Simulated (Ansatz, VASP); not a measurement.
Mg: VASP beside Ansatz

Contents of INCAR:

```
SYSTEM = Mg
ALGO = Normal
EDIFF = 1E-6
ENCUT = 600
GGA = PS
GGA_COMPAT = .False.
ISIF = 2
ISMEAR = 0
LASPH = .True.
LCHARG = .False.
LREAL = .False.
LWAVE = .False.
NBANDS = 7
NELM = 120
PREC = Accurate
SIGMA = 0.1
```

File KPOINTS:

```
k-points
0
Gamma
  14 14 14
  0 0 0
```

The input POSCAR:

```
Mg
1.0
    0.0000000000      2.4468636958      2.4468636958
    2.4468636958      0.0000000000      2.4468636958
    2.4468636958      2.4468636958      0.0000000000
Mg
1
Direct
    0.0000000000      0.0000000000      0.0000000000
```

Input for Ansatz:

```yaml
crystal:
  lattice:
    - [0.0, 2.4468636958, 2.4468636958]
    - [2.4468636958, 0.0, 2.4468636958]
    - [2.4468636958, 2.4468636958, 0.0]
  atoms:
    - { symbol: Mg, position: [0.0, 0.0, 0.0] }
basis:
  ecutwfc: 420
kpoints:
  mp_grid: { grid: [14, 14, 14] }
hamiltonian:
  xc: pbesol
scf:
  occupations: { method: gaussian, width: 0.1 }
output:
  forces: true
  stress: true
  eigenvalues: true
```

Alike in both runs: task single point; functional PBEsol; k mesh 14 × 14 × 14; occupations gaussian, width 0.1 eV; no spin polarisation.

```csv
,VASP,Ansatz
version,VASP 6.6.1,Ansatz 0.2.0
potentials or method,"VASP PAW PBE potentials, release 64 (Mg), cutoff 600 eV","scalar-relativistic, plane waves, PAW"
valence electrons in the cell,2,10
```

```tsv
	VASP	Ansatz	Ansatz less VASP
gap on the k mesh at the Fermi level (eV)	none	none	-
pressure (GPa)	-5.6	-5.6	+0.07
```

VASP's potentials were made for PBE, not for PBEsol. A gap of «none» marks a metal or a gap that the smearing closes. VASP's potentials hold 2 valence electrons a cell and Ansatz's 10, so a difference there can come from the potentials and not from the codes.
